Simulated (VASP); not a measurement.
## Fe: relaxation of shape and atoms at fixed volume with PBE

The system is Fe.

```xyz
2
Lattice="2.3833 0.0000 0.0000 -1.1916 2.0640 0.0000 0.0000 0.0000 3.7734" Properties=species:S:1:pos:R:3 pbc="T T T"
Fe    0.0000    1.3760    0.9434
Fe    1.1916    0.6880    2.8301
```

This isn't the form of Fe at room conditions, which is bcc.

```json
{
  "Program": "VASP 6.6.1",
  "Task": "relaxation of shape and atoms at fixed volume",
  "Functional": "PBE",
  "Potentials or basis": "VASP PAW PBE potentials, release 64 (Fe)",
  "Cutoff": "600 eV",
  "k mesh": "21 × 21 × 12",
  "Occupations": "gaussian, width 0.1 eV",
  "Spin": "no spin polarisation",
  "Dipole correction": "no",
  "Further INCAR settings": "ALGO = Normal; EDIFF = 1e-06; IBRION = 2; EDIFFG = -0.01; NSW = 50; ISIF = 4"
}
```

- Pressure after relaxing: 32.8 GPa
- Band gap on the k mesh: zero (bands 8 and 9 overlap by 2.15 eV)

Stress tensor (GPa, compression positive):
```
32.77  0.00  0.00
 0.00 32.77  0.00
 0.00  0.00 32.98
```

Final structure:
```yaml
crystal:
  lattice:
    - [2.38327, 0.00000, 0.00000]
    - [-1.19163, 2.06397, 0.00000]
    - [0.00000, 0.00000, 3.77342]
  atoms:
    - { symbol: Fe, position: [0.33333, 0.66667, 0.25000] }
    - { symbol: Fe, position: [0.66667, 0.33333, 0.75000] }
```

Levels at points of the mesh, in eV from the Fermi level:
```tsv
k point	band 5	band 6	band 7	band 8	band 9	band 10	band 11	band 12
(0.00, 0.00, 0.00)	-1.75	-1.36	-1.36	-0.96	-0.96	0.58	0.81	0.81
(0.00, 0.00, 0.50)	-2.02	-2.02	-2.02	-2.02	0.37	0.37	0.37	0.37
```

Run time: 64 s on 1 thread of Intel Xeon 8259CL, with other jobs on the host, peak memory 0.21 GiB.

Caveat: the relaxation stopped at its first step, so nothing moved; the run has no spin polarisation, though such a crystal can be magnetic. Spin polarisation is off, so any magnetic state and its effect on volume and gap are missing.
